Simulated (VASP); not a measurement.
Input of a VASP 6.6.1 run:

INCAR

```
SYSTEM = Si
  PREC = Accurate
  ENCUT = 500
  EDIFF = 1E-6
  ISMEAR = -1
  SIGMA = 0.1
  LREAL = .False.
  LASPH = .True.
  NELM = 120
  ALGO = Normal
  ISIF = 2
  LWAVE = .False.
  LCHARG = .False.
  GGA = PE
  NBANDS = 11
  GGA_COMPAT = .False.
```

KPOINTS

```
Automatic mesh
0
Gamma
  8 8 8
  0 0 0
```

Contents of POSCAR:

```
Si
1.0
    0.0000000000      2.7185000000      2.7185000000
    2.7185000000      0.0000000000      2.7185000000
    2.7185000000      2.7185000000      0.0000000000
Si
2
Direct
    0.5000000000      0.5000000000      0.5000000000
    0.7500000000      0.7500000000      0.7500000000
```

Potentials or basis: VASP PAW PBE potentials, release 64 (Si).

Command:

```sh
$ cat potpaw_PBE.64/Si/POTCAR > POTCAR
$ mpirun -np 1 vasp_std > vasp.out
```

(1) What does it give for the band gap on the k mesh?

(2) What does it give for the pressure?

## Answers

(1) 0.62 eV, indirect (least direct gap 2.56 eV).

(2) 1.6 GPa.
